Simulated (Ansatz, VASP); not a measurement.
One calculation of CsAg3, two programs

```xyz
4
Lattice="4.6684 0.0000 0.0000 0.0000 4.6684 0.0000 0.0000 0.0000 4.6684" Properties=species:S:1:pos:R:3 pbc="T T T"
Cs    0.0000    0.0000    0.0000
Ag    0.0000    2.3342    2.3342
Ag    2.3342    0.0000    2.3342
Ag    2.3342    2.3342    0.0000
```

Alike in both runs: task single point; functional PBE; k mesh 4 × 4 × 4; occupations gaussian, width 0.1 eV; no spin polarisation.

|  | VASP | Ansatz |
| --- | --- | --- |
| version | VASP 6.6.1 | Ansatz 0.2.0 |
| potentials or method | VASP PAW PBE potentials, release 64 (Cs_sv, Ag), cutoff 520 eV | scalar-relativistic, plane waves, PAW |
| valence electrons in the cell | 42 | 66 |

```csv
,VASP,Ansatz,Ansatz less VASP
gap on the k mesh at the Fermi level (eV),none,none,-
pressure (GPa),2.8,2.7,-0.13
```

A gap of «none» marks a metal or a gap that the smearing closes. VASP's potentials hold 42 valence electrons a cell and Ansatz's 66, so a difference there can come from the potentials and not from the codes.

Neither program's run includes spin-orbit coupling.
